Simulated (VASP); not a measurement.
**MoS2: single point with PBE**

The system is MoS2.

```
Mo S
1.0
     1.58759    0.91660    6.19394
    -1.58759    0.91660    6.19394
     0.00000   -1.83319    6.19394
Mo S
1 2
Direct
  0.99999 0.99999 0.99999
  0.41700 0.41700 0.41700
  0.24968 0.24968 0.24968
```

```
Program             : VASP 6.6.1
Task                : single point
Functional          : PBE
Potentials or basis : VASP PAW PBE potentials, release 64 (Mo_sv, S)
Cutoff              : 520 eV
k mesh              : 10 × 10 × 10
Occupations         : gaussian, width 0.01 eV
Spin                : no spin polarisation
```

```yaml
Pressure: 2.3 GPa
Largest_force: 0.097 eV/Å
Band_gap_on_the_k_mesh: 0.99 eV, indirect (least direct gap 1.93 eV)
```

Forces in eV/Å, atoms in the order of the input:
```
Mo   0.000  0.000  0.001
S    0.000  0.000  0.096
S    0.000  0.000 -0.097
```

Stress tensor (GPa, compression positive):
```
1.82 0.00 0.00
0.00 1.82 0.00
0.00 0.00 3.15
```

Levels at points of the mesh, in eV from the valence-band top:
```tsv
k point	band 11	band 12	band 13	band 14	band 15	band 16
(0.00, 0.00, 0.00)	-2.24	-1.25	-1.12	2.04	2.04	2.41
(0.50, 0.00, 0.00)	-2.33	-1.60	-1.42	1.60	2.02	3.46
(0.50, 0.50, 0.00)	-2.87	-1.78	-1.26	1.56	2.14	3.02
(0.50, 0.50, 0.50)	-2.21	-2.21	0.00	2.13	2.13	2.29
```

Run time: 4.3 min on 1 thread of Intel(R) Xeon(R) Platinum 8488C (Sapphire Rapids), on a shared host, peak memory 0.37 GiB.

A k mesh can miss the band edges.
